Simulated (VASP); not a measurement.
Wanted: the native input for a VASP 6.6.1 run.

```yaml
Task: relaxation of cell and atoms
Functional: LDA
Potentials_or_basis: VASP PAW LDA potentials, release 64 (Mo_sv, Pt)
Cutoff: 600 eV
k_mesh: 6 × 9 × 5
Occupations: fermi-dirac, width 0.05 eV
Spin: no spin polarisation
Dipole_correction: no
Further_INCAR_settings: ALGO = Normal; EDIFF = 1e-07; IBRION = 2; EDIFFG = -0.03; NSW = 80; ISIF = 3
```

The structure of MoPt lies in POSCAR:

```
MoPt
1.0
    4.4766149300      0.0000000000      0.0000000000
    0.0000000000      2.7337349800      0.0000000000
    0.0000000000      0.0000000000      4.9584025000
Mo Pt
2 2
Direct
    0.2500000000      0.0000000000      0.1617503700
    0.7500000000      0.0000000000      0.8382496300
    0.2500000000      0.5000000000      0.6627289500
    0.7500000000      0.5000000000      0.3372710500
```

The input as run:

INCAR

```
SYSTEM = MoPt
PREC     = Accurate       ! precision mode
ENCUT    = 600            ! plane-wave cutoff, eV
EDIFF    = 1E-7           ! SCF threshold, eV
ISMEAR   = -1             ! smearing method
SIGMA    = 0.05           ! smearing width, eV
LREAL    = .False.        ! projectors in reciprocal space
LASPH    = .True.         ! aspherical terms in the spheres
NELM     = 80             ! most SCF steps
ALGO     = Normal         ! electronic algorithm
ISIF     = 3              ! what is computed and relaxed
LWAVE    = .False.        ! write WAVECAR
LCHARG   = .False.        ! write CHGCAR
IBRION   = 2              ! ionic algorithm
NSW      = 80             ! ionic steps
EDIFFG   = -0.03          ! ionic threshold
```

KPOINTS

```
Automatic mesh
0
Gamma
  6 9 5
  0 0 0
```

Potentials or basis: VASP PAW LDA potentials, release 64 (Mo_sv, Pt).

Run with:

```bash
$ cat potpaw_LDA.64/Mo_sv/POTCAR potpaw_LDA.64/Pt/POTCAR > POTCAR
$ mpirun -np 1 vasp_std > vasp.out
```

Results of the run:

```json
{"Relaxed volume": "14.68 Å³/atom", "Relaxed cell": "a = 4.437 Å, b = 2.704 Å, c = 4.893 Å, α = 90.00°, β = 90.00°, γ = 90.00°", "Space group after relaxing (to 0.05 Å)": "Pmma (No. 51)", "Energy gained by relaxing": "17.0 meV/atom", "Ionic steps": "11", "Pressure after relaxing": "0.0 GPa", "Largest force after relaxing": "0.020 eV/Å", "Band gap on the k mesh": "zero (band 24 reaches 13.60 eV, above the bottom of band 25 at 11.45 eV)"}
```

Caveat: spin-orbit coupling is left out, which moves the levels of the heavy elements.

It took 7.3 min on 1 thread of Intel(R) Xeon(R) Platinum 8488C (Sapphire Rapids), with other jobs on the host, peak memory 0.26 GiB.
